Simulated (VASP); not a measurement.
Rh, 2 atoms in the cell. Symmetry: P6_3/mmc, No. 194, hexagonal system. The conventional cell has a = 2.689 Å, b = 2.689 Å, c = 4.337 Å, α = 90.00°, β = 90.00°, γ = 120.00°. Rh (site symmetry -6m2) has 12 Rh at 2.67 to 2.69 Å within 3.5 Å. This isn't the form of Rh at room conditions, which is fcc.

| Property | Result |
| --- | --- |
| Program | VASP 6.6.1 |
| Task | single point |
| Functional | PBEsol |
| Potentials or basis | VASP PAW PBE potentials, release 64 (Rh_pv) |
| Cutoff | 520 eV |
| k mesh | 22 × 22 × 12 |
| Occupations | fermi-dirac, width 0.1 eV |
| Spin | no spin polarisation |
| Dipole correction | no |
| Further INCAR settings | ALGO = Normal; EDIFF = 1e-06; NBANDS = 22 |

Potentials or basis: VASP PAW PBE potentials, release 64 (Rh_pv).

Run with:

```bash
$ cat potpaw_PBE.64/Rh_pv/POTCAR > POTCAR
$ mpirun -np 1 vasp_std > vasp.out
```

Hardware: 1 thread of Intel(R) Xeon(R) 6975P-C (Granite Rapids), with other jobs on the host.

Question: Estimate the wall time of this run.

Answer: It took 51 s on 1 thread of Intel(R) Xeon(R) 6975P-C (Granite Rapids) (shared host), peak memory 0.27 GiB. Counts: scf iterations 11, k points 364.
